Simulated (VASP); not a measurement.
Set up this calculation in VASP 6.6.1, as the native input.

- Task: relaxation of cell and atoms
- Functional: PBE
- Potentials or basis: VASP PAW PBE potentials, release 64 (W_sv)
- Cutoff: 600 eV
- k mesh: 14 × 14 × 14
- Occupations: fermi-dirac, width 0.08 eV
- Spin: no spin polarisation
- Dipole correction: no
- Further INCAR settings: ALGO = Normal; EDIFF = 1e-07; IBRION = 2; EDIFFG = -0.005; NSW = 100; ISIF = 3

The structure of W lies in POSCAR:

```
W
1.0
   -1.6102605904      1.6102605904      1.6102605904
    1.6102605904     -1.6102605904      1.6102605904
    1.6102605904      1.6102605904     -1.6102605904
W
1
Direct
    0.0000000000      0.0000000000      0.0000000000
```

One way to write it, as run:

INCAR

```
  PREC = Accurate
  ENCUT = 600
  EDIFF = 1E-7
  ISMEAR = -1
  SIGMA = 0.08
  LREAL = False
  LASPH = True
  NELM = 80
  ALGO = Normal
  ISIF = 3
  LWAVE = False
  LCHARG = False
  GGA = PE
  IBRION = 2
  NSW = 100
  EDIFFG = -0.005
```

KPOINTS

```
Automatic mesh
0
Gamma
  14 14 14
```

Potentials or basis: VASP PAW PBE potentials, release 64 (W_sv).

Run with:

```bash
$ cat potpaw_PBE.64/W_sv/POTCAR > POTCAR
$ mpirun -np 1 vasp_std > vasp.out
```

Results of the run:

| Property | Result |
| --- | --- |
| Relaxed volume | 16.18 Å³/atom |
| Relaxed cell | a = 2.760 Å, b = 2.760 Å, c = 2.760 Å, α = 109.47°, β = 109.47°, γ = 109.47° |
| Space group after relaxing (to 0.05 Å) | Im-3m (No. 229) |
| Energy gained by relaxing | 15.3 meV/atom |
| Ionic steps | 7 |
| Pressure after relaxing | 0.0 GPa |
| Band gap on the k mesh | zero (band 7 reaches 16.17 eV, above the bottom of band 8 at 9.95 eV) |

Caveat: spin-orbit coupling is left out, which moves the levels of the heavy elements.

It took 33 s on 1 thread of Intel(R) Xeon(R) 6975P-C (Granite Rapids), with other jobs on the host, peak memory 0.16 GiB.
